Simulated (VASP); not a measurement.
NaTlS2:

```
Na S Tl
1.0
     4.06215    0.00000    0.00000
     0.00000    4.06215    0.00000
     0.00000    0.00000   11.48950
Na S Tl
2 4 2
Direct
  0.50000 0.00000 0.87500
  0.00000 0.50000 0.12500
  0.50000 0.50000 0.00000
  0.00000 0.00000 0.25000
  0.50000 0.50000 0.50000
  0.00000 0.00000 0.75000
  0.50000 0.00000 0.37500
  0.00000 0.50000 0.62500
```

```yaml
Program: VASP 6.6.1
Task: relaxation of cell and atoms
Functional: PBEsol
Potentials_or_basis: VASP PAW PBE potentials, release 64 (Na_pv, S, Tl_d)
Cutoff: 600 eV
k_mesh: 6 × 6 × 2
Occupations: fermi-dirac, width 0.03 eV
Spin: no spin polarisation
```

At the start: pressure 9.2 GPa; volume 23.70 Å³/atom.

Question: Where does the relaxation end?

Answer: Over 34 steps the energy falls by 154.6 meV/atom and the volume is 29.15 Å³/atom (+23.0 %); space group P-4m2 (No. 115, to 0.1 Å) before and after.

The path:
```tsv
step	energy change (eV)	largest force (eV/Å)	pressure (GPa)	volume (Å³)
1	0.0000	1.3131	9.18	189.59
2	-1.0798	0.7120	-0.37	229.34
3	-1.0800	0.7120	-0.43	229.77
4	-1.1437	0.4497	-0.15	228.77
5	-1.1744	0.2185	0.35	227.40
6	-1.1857	0.2057	0.07	229.75
7	-1.1926	0.1862	-0.35	233.42
8	-1.2026	0.1286	-0.14	232.44
9	-1.2078	0.0918	0.14	231.25
10	-1.2079	0.1006	0.20	231.06
11	-1.2130	0.1051	0.02	232.46
12	-1.2146	0.1678	-0.31	235.27
13	-1.2154	0.1138	-0.19	234.24
14	-1.2198	0.1102	-0.14	234.22
15	-1.2288	0.1036	-0.01	234.09
16	-1.2210	0.1255	0.27	233.46
17	-1.2304	0.1047	0.07	233.96
18	-1.2331	0.0500	-0.06	234.68
19	-1.2338	0.0494	-0.13	235.16
20	-1.2339	0.0496	-0.16	235.34
21	-1.2354	0.0672	-0.01	233.97
22	-1.2355	0.0779	0.09	233.12
23	-1.2363	0.0286	0.07	232.82
24	-1.2364	0.0210	0.06	232.77
25	-1.2365	0.0129	-0.03	233.35
26	-1.2365	0.0132	-0.03	233.33
27	-1.2365	0.0146	-0.03	233.30
28	-1.2365	0.0159	0.02	233.04
29	-1.2365	0.0136	-0.01	233.27
30	-1.2365	0.0134	-0.01	233.29
31	-1.2366	0.0102	-0.01	233.21
32	-1.2366	0.0161	0.01	233.01
33	-1.2366	0.0126	0.00	233.06
34	-1.2367	0.0065	-0.02	233.17
```

Final structure:
```
Na S Tl
1.0
     4.18540    0.00000    0.00000
     0.00000    4.18540    0.00000
     0.00000    0.00000   13.31051
Na S Tl
2 4 2
Direct
  0.50000 0.00000 0.87826
  0.00000 0.50000 0.12174
  0.50000 0.50000 0.00000
  0.00000 0.00000 0.26946
  0.50000 0.50000 0.50000
  0.00000 0.00000 0.73054
  0.50000 0.00000 0.37450
  0.00000 0.50000 0.62550
```

Caveat: the volume moved by over 15 % at a fixed basis, so the end points are rough; the PAW data sets were made with another functional, which shifts forces and pressure a little.
